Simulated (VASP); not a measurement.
**ZnO: single point with LDA**

The system is ZnO.

```
Zn O
1.0
     3.22759    0.00000    0.00000
    -1.61380    2.79517    0.00000
     0.00000    0.00000    5.16887
Zn O
2 2
Cartesian
  0.0000 1.8634 0.0000
  1.6138 0.9317 2.5844
  0.0000 1.8634 1.9750
  1.6138 0.9317 4.5595
```

```json
{"Program": "VASP 6.6.1", "Task": "single point", "Functional": "LDA", "Potentials or basis": "VASP PAW LDA potentials, release 64 (Zn, O)", "Cutoff": "520 eV", "k mesh": "11 × 11 × 6", "Occupations": "fermi-dirac, width 0.02 eV", "Spin": "no spin polarisation", "Dipole correction": "no", "Further INCAR settings": "ALGO = Normal; EDIFF = 1e-07; NBANDS = 26"}
```

* Pressure: -3.2 GPa
* Largest force: 0.042 eV/Å
* Band gap on the k mesh: 0.78 eV

Forces in eV/Å, atoms in the order of the input:
```
Zn   0.000  0.000  0.042
Zn   0.000  0.000  0.042
O    0.000  0.000 -0.042
O    0.000  0.000 -0.042
```

Stress tensor (GPa, compression positive):
```
-3.37  0.00  0.00
 0.00 -3.37  0.00
 0.00  0.00 -2.85
```

Levels at points of the mesh, in eV from the valence-band top:
```csv
k point,band 16,band 17,band 18,band 19,band 20,band 21
"(0.00, 0.00, 0.00)",-0.10,0.00,0.00,0.78,5.14,8.18
"(0.00, 0.00, 0.50)",-0.41,-0.41,-0.41,3.44,3.44,9.99
```

Wall time 34 s on 1 thread of AMD EPYC 9R45 96-Core Processor (Zen 5), on a shared host, peak memory 0.15 GiB.

Caveat: the cell stands under tension.
